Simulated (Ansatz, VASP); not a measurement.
## Two plane-wave programs on Ta4Rh

```
Ta Rh
1.0
     2.92511    0.00000    0.00000
    -1.46255    2.53322    0.00000
     0.00000    0.00000   11.94270
Ta Rh
4 1
Direct
  0.33333 0.66667 0.81610
  0.33333 0.66667 0.39395
  0.66667 0.33333 0.18390
  0.66667 0.33333 0.60605
  0.00000 0.00000 0.00000
```

Change from the starting cell: species swapped into the Co4H type (P-3m1, No. 164).

Alike in both runs: functional PBE; k mesh 12 × 12 × 4; occupations gaussian, width 0.1 eV; no spin polarisation.

Ansatz relaxed the structure, and its values are those at the end. VASP's run is a single point on that final structure, the one shown.

|  | VASP | Ansatz |
| --- | --- | --- |
| version | VASP 6.6.1 | Ansatz 0.2.0 |
| potentials or method | VASP PAW PBE potentials, release 64 (Ta_pv, Rh_pv), cutoff 520 eV | scalar-relativistic, plane waves, PAW |
| valence electrons in the cell | 59 | 69 |

```csv
,VASP,Ansatz,Ansatz less VASP
gap on the k mesh at the Fermi level (eV),none,none,-
pressure (GPa),0.1,0.0,-0.08
rms of the force components (eV/Å),0.004,0.001,-0.0028
```

A gap of «none» marks a metal or a gap that the smearing closes. With one functional, cell and mesh, what is left measures potentials, basis and numerics. VASP's potentials hold 59 valence electrons a cell and Ansatz's 69, so a difference there can come from the potentials and not from the codes.

Neither program's run includes spin-orbit coupling.
